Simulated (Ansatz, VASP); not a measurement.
**Si: VASP beside Ansatz**

Contents of INCAR:

```
SYSTEM = Si
ALGO = Normal
EDIFF = 1E-8
ENCUT = 520
GGA = PE
ISIF = 2
ISMEAR = -1
LASPH = .True.
LCHARG = .False.
LEFG = .True.
LREAL = .False.
LWAVE = .False.
NBANDS = 11
NELM = 100
PREC = Accurate
SIGMA = 0.05
```

File KPOINTS:

```
k-points
0
Gamma
  16 16 16
  0 0 0
```

File POSCAR:

```
Si
1.0
   -2.2659077192      2.3841858876      1.2834439547
    2.2659077192     -2.3841858876      1.2834439547
    2.2659077192      2.3841858876     -1.2834439547
Si
2
Direct
    0.8070000000      0.5570000000      0.2500000000
    0.1930000000      0.4430000000      0.7500000000
```

Input for Ansatz:

```yaml
crystal:
  lattice:
    - [-2.2659077192, 2.3841858876, 1.2834439547]
    - [2.2659077192, -2.3841858876, 1.2834439547]
    - [2.2659077192, 2.3841858876, -1.2834439547]
  atoms:
    - { symbol: Si, position: [0.807, 0.557, 0.25] }
    - { symbol: Si, position: [0.193, 0.443, 0.75] }
kpoints:
  mp_grid: { grid: [16, 16, 16] }
scf:
  occupations: { method: fermi_dirac, width: 0.05 }
hamiltonian:
  xc: pbe
  pseudopotentials: { kind: all_electron, datasets: crystal }
output:
  forces: true
  stress: true
  eigenvalues: true
  efg: { contact_densities: true }
```

Change from the starting cell: volume scaled by 1.02, crystal datasets.

Alike in both runs: task electric field gradients; functional PBE; k mesh 16 × 16 × 16; occupations fermi-dirac, width 0.05 eV; no spin polarisation.

|  | VASP | Ansatz |
| --- | --- | --- |
| version | VASP 6.6.1 | Ansatz 0.2.0 |
| potentials or method | VASP PAW PBE potentials, release 64 (Si), cutoff 520 eV | all-electron PAW with datasets made for the crystal, scalar-relativistic |

```tsv
	VASP	Ansatz	Ansatz less VASP
pressure (GPa)	12.4	12.4	+0.07
traceless stress, the component that is largest in VASP (GPa)	1.35	1.35	0.000
rms of the force components (eV/Å)	0.010	0.008	-0.0017
size of Vzz on the site where it differs most (V/Å²)	25.8	25.5	-0.25
```

Atom by atom the forces differ by 0.002 eV/Å (rms over components). Ansatz ran all-electron here, and VASP with PAW potentials.
